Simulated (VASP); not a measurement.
# CuO (C2/c) in VASP: a series of runs

The runs below take CuO through single point, vibrations by perturbation theory, with PBE, PBEsol.

Program: VASP 6.6.1. These are calculated values, not measurements. Logs are shortened: lines on timing, memory, paths and dates and some standing lists are left out, and cuts for length are marked.

## 1. The cell of the first run

It takes space group C2/c (No. 15, monoclinic). Conventional cell: a = 4.684 Å, b = 3.423 Å, c = 5.129 Å, α = 90.00°, β = 99.54°, γ = 90.00°. Within 2.6 Å of Cu (site symmetry -1) lie 4 O at 1.95 to 1.96 Å. O (site symmetry 2) has 6 Cu at 1.95 to 2.78 Å and 6 O at 2.62 to 2.90 Å within 3.0 Å.

## 2. Single point, PBE

POSCAR reads:

```
CuO
1.0
    2.3418500000     -1.7113000000      0.0000000000
    2.3418500000      1.7113000000      0.0000000000
   -0.8500274268      0.0000000000      5.0578693947
Cu O
2 2
Direct
    0.5000000000      0.0000000000      0.5000000000
    0.0000000000      0.5000000000      0.0000000000
    0.4184000000      0.5816000000      0.7500000000
    0.5816000000      0.4184000000      0.2500000000
```

INCAR.step1 reads:

```
SYSTEM = CuO
  PREC = Accurate
  ENCUT = 520
  EDIFF = 1E-6
  ISMEAR = -1
  SIGMA = 0.05
  LREAL = .False.
  LASPH = .True.
  NELM = 80
  ALGO = Normal
  ISIF = 2
  LWAVE = .False.
  LCHARG = .True.
  LMAXMIX = 4
  GGA = PE
  NBANDS = 25
```

KPOINTS.step1 reads:

```
regular mesh
0
Gamma
  10 10 5
  0 0 0
```

INCAR.step2 reads:

```
SYSTEM = CuO
  PREC = Accurate
  ENCUT = 520
  EDIFF = 1E-6
  ISMEAR = -5
  SIGMA = 0.05
  LREAL = .False.
  LASPH = .True.
  NELM = 80
  ALGO = Normal
  ISIF = 2
  LWAVE = .False.
  LCHARG = .False.
  LMAXMIX = 4
  GGA = PE
  LORBIT = 11
  NEDOS = 2001
  ICHARG = 11
```

KPOINTS.step2 reads:

```
regular mesh
0
Gamma
  15 15 8
  0 0 0
```

Potentials or basis: VASP PAW PBE potentials, release 64 (Cu, O).

The run is started by

```sh
> cat potpaw_PBE.64/Cu/POTCAR potpaw_PBE.64/O/POTCAR > POTCAR
> cp INCAR.step1 INCAR
> cp KPOINTS.step1 KPOINTS
> mpirun -np 1 vasp_std > vasp.out
> cp INCAR.step2 INCAR
> cp KPOINTS.step2 KPOINTS
> mpirun -np 1 vasp_std > vasp.out
```

OUTCAR:

```text
SYSTEM = CuO
   PREC = Accurate
   ENCUT = 520
   EDIFF = 1E-6
   ISMEAR = -5
   LREAL = .False.
   LASPH = .True.
   NELM = 80
   ISIF = 2
   GGA = PE
   LORBIT = 11
   ICHARG = 11

 ion  position               nearest neighbor table
   1  0.500  0.000  0.500-   3 1.95   4 1.95   4 1.96   3 1.96
   2  0.000  0.500  0.000-   4 1.95   3 1.95   4 1.96   3 1.96
   3  0.418  0.582  0.750-   2 1.95   1 1.95   2 1.96   1 1.96
   4  0.582  0.418  0.250-   1 1.95   2 1.95   2 1.96   1 1.96

  LATTYP: Found a base centered monoclinic cell.
 ALAT       =     4.6837000000
 B/A-ratio  =     0.7307470589
 C/A-ratio  =     1.0950317057
 COS(beta)  =    -0.1657361228

  Lattice vectors:

 A1 = (   2.3418500000,  -1.7113000000,   0.0000000000)
 A2 = (   2.3418500000,   1.7113000000,   0.0000000000)
 A3 = (  -0.8500274268,   0.0000000000,   5.0578693947)

Analysis of symmetry for initial positions (statically):
=====================================================================
 Subroutine PRICEL returns:
 Original cell was already a primitive cell.

 Routine SETGRP: Setting up the symmetry group for a
 base centered monoclinic supercell.

 Subroutine GETGRP returns: Found  4 space group operations
 (whereof  2 operations were pure point group operations)
 out of a pool of  4 trial point group operations.

The static configuration has the point symmetry S_2 .
 The point group associated with its full space group is C_2h.

Analysis of symmetry for dynamics (positions and initial velocities):
=====================================================================
 Subroutine PRICEL returns:
 Original cell was already a primitive cell.

 Routine SETGRP: Setting up the symmetry group for a
 base centered monoclinic supercell.

 Subroutine GETGRP returns: Found  4 space group operations
 (whereof  2 operations were pure point group operations)
 out of a pool of  4 trial point group operations.

The dynamic configuration has the point symmetry S_2 .
 The point group associated with its full space group is C_2h.

 Subroutine INISYM returns: Found  4 space group operations
 (whereof  2 operations are pure point group operations),
 and found     1 'primitive' translations

----------------------------------------------------------------------------------------

                                     Primitive cell

  volume of cell :      40.5399

  direct lattice vectors                    reciprocal lattice vectors
     2.341850000 -1.711300000  0.000000000     0.213506416 -0.292175539  0.035881968
     2.341850000  1.711300000  0.000000000     0.213506416  0.292175539  0.035881968
    -0.850027427  0.000000000  5.057869395     0.000000000  0.000000000  0.197711709

  length of vectors
     2.900484289  2.900484289  5.128800000     0.363646877  0.363646877  0.197711709

  position of ions in fractional coordinates (direct lattice)
     0.500000000  0.000000000  0.500000000
     0.000000000  0.500000000  0.000000000
     0.418400000  0.581600000  0.750000000
     0.581600000  0.418400000  0.250000000

  ion indices of the primitive-cell ions
   primitive index   ion index
                 1           1
                 2           2
                 3           3
                 4           4

----------------------------------------------------------------------------------------

 KPOINTS: regular mesh

Automatic generation of k-mesh.
 Grid dimensions read from file:
 generate k-points for:   15   15    8

 Generating k-lattice:

  Cartesian coordinates                     Fractional coordinates (reciprocal lattice)
     0.014233761 -0.019478369  0.002392131     0.066666667  0.000000000 -0.000000000
     0.014233761  0.019478369  0.002392131     0.000000000  0.066666667 -0.000000000
     0.000000000  0.000000000  0.024713964     0.000000000  0.000000000  0.125000000

  Length of vectors
     0.024243125  0.024243125  0.024713964

  Shift w.r.t. Gamma in fractional coordinates (k-lattice)
     0.000000000  0.000000000  0.000000000

 TETIRR: Found   2700 inequivalent tetrahedra from    10800

 Subroutine IBZKPT returns following result:
 ===========================================

 Found    488 irreducible k-points:

 Following reciprocal coordinates:
            Coordinates               Weight
  0.000000  0.000000  0.000000      1.000000
  0.066667 -0.000000  0.000000      4.000000
  0.133333 -0.000000  0.000000      4.000000
  0.200000 -0.000000  0.000000      4.000000
  0.266667 -0.000000  0.000000      4.000000
  0.333333 -0.000000  0.000000      4.000000
[... 16 lines left out ...]
  0.133333  0.133333  0.000000      2.000000
  0.200000  0.133333  0.000000      4.000000
 [... further k-points ...]
   k-points           NKPTS =    488   k-points in BZ     NKDIM =    488   number of bands    NBANDS=     21
   number of dos      NEDOS =   2001   number of ions     NIONS =      4
   total plane-waves  NPLWV =  23040
   dimension x,y,z NGX =    24 NGY =   24 NGZ =   40
   dimension x,y,z NGXF=    48 NGYF=   48 NGZF=   80
   ions per type =               2   2
   NGX,Y,Z   is equivalent  to a cutoff of  13.76, 13.76, 12.97 a.u.
   NGXF,Y,Z  is equivalent  to a cutoff of  27.51, 27.51, 25.93 a.u.
 SYSTEM =  CuO
   PREC   = accura    normal or accurate (medium, high low for compatibility)
   ISTART =      0    job   : 0-new  1-cont  2-samecut
   ICHARG =     11    charge: 1-file 2-atom 10-const
   ISPIN  =      1    spin polarized calculation?
   LNONCOLLINEAR =      F non collinear calculations
   LSORBIT =      F    spin-orbit coupling
   LASPH  =      T    aspherical Exc in radial PAW
   ENCUT  =  520.0 eV  38.22 Ry    6.18 a.u.   5.39  5.39  9.54*2*pi/ulx,y,z
   NELM   =     80;   NELMIN=  2; NELMDL=  0     # of ELM steps
   EDIFF  = 0.1E-05   stopping-criterion for ELM
   LREAL  =      F    real-space projection
   EDIFFG = 0.1E-04   stopping-criterion for IOM
   NSW    =      0    number of steps for IOM
   IBRION =     -1    ionic relax: 0-MD 1-quasi-New 2-CG
   NFREE  =      0    steps in history (QN), initial steepest desc. (CG)
   ISIF   =      2    stress and relaxation
   ISYM   =      2    0-nonsym 1-usesym 2-fastsym
   POTIM  = 0.5000    time-step for ionic-motion
   TEBEG  =    0.0;   TEEND  =   0.0 temperature during run
   PSTRESS=    0.0 pullay stress
   NELECT =      34.0000    total number of electrons
   NUPDOWN=      -1.0000    fix difference up-down
   EMIN   =  10.00;   EMAX   =-10.00  energy-range for DOS
   EFERMI =   0.00;   METHOD = LEGACY
   ISMEAR =    -5;   SIGMA  =   0.05  broadening in eV -4-tet -1-fermi 0-gaus
   EFERMI_NEDOS =   21; number of points for ismear=-14 and -15
   IALGO  =     38    algorithm
   IMIX   =      4    mixing-type and parameters
     AMIX     =   0.40;   BMIX     =  1.00
     AMIX_MAG =   1.60;   BMIX_MAG =  1.00
  volume/ion in A,a.u.               =      10.13        68.39
  Fermi-wavevector in a.u.,A,eV,Ry     =   1.543856  2.917465 32.429379  2.383492
  Thomas-Fermi vector in A             =   2.649460
   LORBIT       =     11    0 simple, 1 ext, 2 COOP (PROOUT), +10 PAW based schemes
   GGA     = PE    functional components
   LHFCALC =     F    Hartree Fock is set to
   AEXX    =    0.0000 exact exchange contribution
   IVDW    =     0    specifies the selected vdW correction
   LEPSILON=     F    determine dielectric tensor
   LRPA    =     F    only Hartree local field effects (RPA)
 non-spin polarized calculation
 Fermi weights with tetrahedron method with Bloechl corrections
  energy-cutoff  :      520.00
  volume of cell :       40.54
 maximum number of plane-waves:      1129
 NGX is ok and might be reduce to    24

 number of electron      34.0000001 magnetization

 Free energy of the ion-electron system (eV)
  ---------------------------------------------------
  ext. energy  EPLUGINS =         0.00000000
  ---------------------------------------------------
  free energy    TOTEN  =       -19.52331252 eV

  energy without entropy =      -19.52331252  energy(sigma->0) =      -19.52331252

 E-fermi :   5.7189     XC(G=0): -11.9151

 val. band max:        5.7837246535   @ k =   0.3333   0.0667   0.0000
 cond. band min:       5.6632853022   @ k =   0.3333   0.2000   0.2500
 fundamental gap:     -0.1204393513
 Fermi energy:         5.7188749031

 k-point     1 :       0.0000    0.0000    0.0000
  band No.  band energies     occupation
      1     -14.2137      2.00000
      2     -12.8873      2.00000
      3      -2.4332      2.00000
      4       0.1586      2.00000
      5       0.5547      2.00000
      6       2.4026      2.00000
[... 13 lines left out ...]
     20      11.7693      0.00000
     21      13.8928      0.00000

 k-point     2 :       0.0667   -0.0000    0.0000
  band No.  band energies     occupation
      1     -14.1833      2.00000
      2     -12.8774      2.00000
      3      -2.3835      2.00000
      4       0.1519      2.00000
      5       0.5413      2.00000
      6       1.9718      2.00000
[... 13 lines left out ...]
     20      11.9742      0.00000
     21      13.7868      0.00000

 k-point     3 :       0.1333   -0.0000    0.0000
  band No.  band energies     occupation
      1     -14.0959      2.00000
      2     -12.8496      2.00000
      3      -2.2413      2.00000
      4       0.1276      2.00000
      5       0.5076      2.00000
      6       1.2768      2.00000
[... 13 lines left out ...]
     20      12.5214      0.00000
     21      13.4732      0.00000
[... 457 lines left out ...]
 k-point    23 :       0.1333    0.1333    0.0000
  band No.  band energies     occupation
      1     -14.0256      2.00000
      2     -12.8372      2.00000
      3      -2.1159      2.00000
      4       0.1811      2.00000
      5       0.5063      2.00000
      6       1.4074      2.00000
[... 13 lines left out ...]
     20      12.7600      0.00000
     21      13.4212      0.00000

 k-point    24 :       0.2000    0.1333    0.0000
  band No.  band energies     occupation
      1     -13.9130      2.00000
      2     -12.8065      2.00000
      3      -1.9277      2.00000
      4       0.1848      2.00000
      5       0.4346      2.00000
      6       0.8153      2.00000
[... 13 lines left out ...]
     20      13.0000      0.00000
     21      13.4348      0.00000

 [... further k-points ...]

------------------------ aborting loop because EDIFF is reached ----------------------------------------

  FORCE on cell =-STRESS in cart. coord.  units (eV):
  Direction    XX          YY          ZZ          XY          YZ          ZX
  --------------------------------------------------------------------------------------
  -------------------------------------------------------------------------------------
  Total        1.6109557      1.8538508      1.4615583      0.0000000      0.0000000     -0.3049158
  in kB       63.6665532     73.2660086     57.7622234      0.0000000      0.0000000    -12.0505731
  external PRESSURE =      64.8982617 kB  Pullay stress =       0.0000000 kB

 VOLUME and BASIS-vectors are now :
 -----------------------------------------------------------------------------
  energy-cutoff  :      520.00
  volume of cell :       40.54
      direct lattice vectors                 reciprocal lattice vectors
     2.341850000 -1.711300000  0.000000000     0.213506416 -0.292175539  0.035881968
     2.341850000  1.711300000  0.000000000     0.213506416  0.292175539  0.035881968
    -0.850027427  0.000000000  5.057869395     0.000000000  0.000000000  0.197711709

 POSITION                                       TOTAL-FORCE (eV/Angst)
 -----------------------------------------------------------------------------------
      0.74591     -0.85565      2.52893        -0.000000     -0.000000      0.000000
      1.17092      0.85565      0.00000        -0.000000     -0.000000      0.000000
      1.70433      0.27928      3.79340         0.000000     -0.217204      0.000000
      2.12934     -0.27928      1.26447        -0.000000      0.217204      0.000000
 -----------------------------------------------------------------------------------
    total drift:                                0.000000     -0.000000     -0.000000

  FREE ENERGIE OF THE ION-ELECTRON SYSTEM (eV)
  ---------------------------------------------------
  free  energy   TOTEN  =       -19.5233125240 eV

  energy  without entropy=      -19.5233125240  energy(sigma->0) =      -19.52331252

 total charge

# of ion       s       p       d       tot
------------------------------------------
    1        0.380   0.387   9.142   9.909
    2        0.380   0.387   9.142   9.909
    3        1.577   3.384   0.000   4.961
    4        1.577   3.384   0.000   4.961
--------------------------------------------------
tot          3.914   7.541  18.284  29.739
```

Run time: 6.3 min. Hardware: 1 thread of Intel Xeon Platinum 8175M at 2.50GHz (Skylake/Cascade Lake), shared host; peak memory 0.45 GiB.

What came out:

```yaml
Valence_electrons_inside_the_program's_atomic_spheres: Cu 9.91; O 4.96
```

Caveat: semilocal functionals often make such compounds metallic where correlation or magnetic order opens a gap, which also shifts bond lengths; tetrahedron occupations give inexact forces and stress in metals.

[end of part 1 of 3]
